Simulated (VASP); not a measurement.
Ge: single point with PBE

The system is Ge.

```
CELL_PARAMETERS angstrom
4.06587 0.00000 0.00000
-2.03294 3.52115 0.00000
0.00000 0.00000 13.33633
ATOMIC_POSITIONS crystal
Ge 0.00000 0.00000 0.39834
Ge 0.00000 0.00000 0.60166
Ge 0.00000 0.00000 0.89834
Ge 0.00000 0.00000 0.10166
Ge 0.33333 0.66667 0.34420
Ge 0.66667 0.33333 0.65580
Ge 0.66667 0.33333 0.84420
Ge 0.33333 0.66667 0.15580
```

This isn't the form of Ge at room conditions, which is diamond.

This cell differs from its parent crystal: atoms shifted along a free coordinate, c/a of the conventional cell at fixed volume 3.2801.

```yaml
Program: VASP 6.6.1
Task: single point
Functional: PBE
Potentials_or_basis: VASP PAW PBE potentials, release 64 (Ge_d)
Cutoff: 520 eV
k_mesh: 15 × 15 × 4
Occupations: gaussian, width 0.15 eV
Spin: no spin polarisation
```

* Pressure: 0.5 GPa
* Largest force: 1.420 eV/Å
* Band gap on the k mesh: zero (bands 56 and 57 overlap by 0.51 eV)

Forces on the atoms (eV/Å):
```
Ge   0.000  0.000  1.420
Ge   0.000  0.000 -1.420
Ge   0.000  0.000  1.420
Ge   0.000  0.000 -1.420
Ge   0.000  0.000 -0.337
Ge   0.000  0.000  0.337
Ge   0.000  0.000 -0.337
Ge   0.000  0.000  0.337
```

Stress tensor (GPa, compression positive):
```
 1.64  0.00  0.00
 0.00  1.64  0.00
 0.00  0.00 -1.65
```

Levels at points of the mesh, in eV from the Fermi level:
| k point | band 52 | band 53 | band 54 | band 55 | band 56 | band 57 | band 58 | band 59 | band 60 | band 61 |
| --- | --- | --- | --- | --- | --- | --- | --- | --- | --- | --- |
| (0.00, 0.00, 0.00) | -0.90 | -0.90 | -0.62 | -0.50 | -0.33 | -0.33 | -0.14 | 0.33 | 0.47 | 2.10 |
| (0.00, 0.00, 0.50) | -1.47 | -0.57 | -0.57 | -0.57 | -0.57 | -0.40 | -0.40 | 0.70 | 0.70 | 2.66 |

Run time: 23 min on 1 thread of Oxide Virtual Turin-like Processor, with other jobs on the host, peak memory 0.71 GiB.

Caveat: semilocal functionals underestimate gaps, so a narrow gap can read as zero; forces of over 1 eV/Å act on the atoms, so gaps and moduli don't describe the material at rest.
